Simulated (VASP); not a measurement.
Wanted: the native input for a VASP 6.6.1 run.

```yaml
Task: single point
Functional: PBEsol
Potentials_or_basis: VASP PAW PBE potentials, release 64 (Sc_sv)
Cutoff: 520 eV
k_mesh: 9 × 9 × 5
Occupations: gaussian, width 0.05 eV
Spin: no spin polarisation
Dipole_correction: no
Further_INCAR_settings: ALGO = Normal; EDIFF = 1e-06; NBANDS = 18
```

The structure of Sc lies in POSCAR:

```
Sc
1.0
    3.2502278875      0.0000000000      0.0000000000
   -1.6251139437      2.8147799187      0.0000000000
    0.0000000000      0.0000000000      5.1796376310
Sc
2
Direct
    0.3333333333      0.6666666667      0.2500000000
    0.6666666667      0.3333333333      0.7500000000
```

These files were run (other wordings do the same):

INCAR

```
SYSTEM = Sc
ALGO = Normal
EDIFF = 1E-6
ENCUT = 520
GGA = PS
ISIF = 2
ISMEAR = 0
LASPH = .True.
LCHARG = .False.
LREAL = .False.
LWAVE = .False.
NBANDS = 18
NELM = 100
PREC = Accurate
SIGMA = 0.05
```

KPOINTS

```
k-points
0
Gamma
  9 9 5
  0 0 0
```

Potentials or basis: VASP PAW PBE potentials, release 64 (Sc_sv).

Launch:

```sh
$ cat potpaw_PBE.64/Sc_sv/POTCAR > POTCAR
$ mpirun -np 1 vasp_std > vasp.out
```

It gave:

* Pressure: 0.0 GPa
* Band gap on the k mesh: zero (bands 11 and 12 overlap by 1.22 eV)

Caveat: the PAW data sets were made with another functional, which shifts forces and pressure a little.

Run time: 27 s on 1 thread of Intel Xeon 8259CL (shared host), peak memory 0.17 GiB.
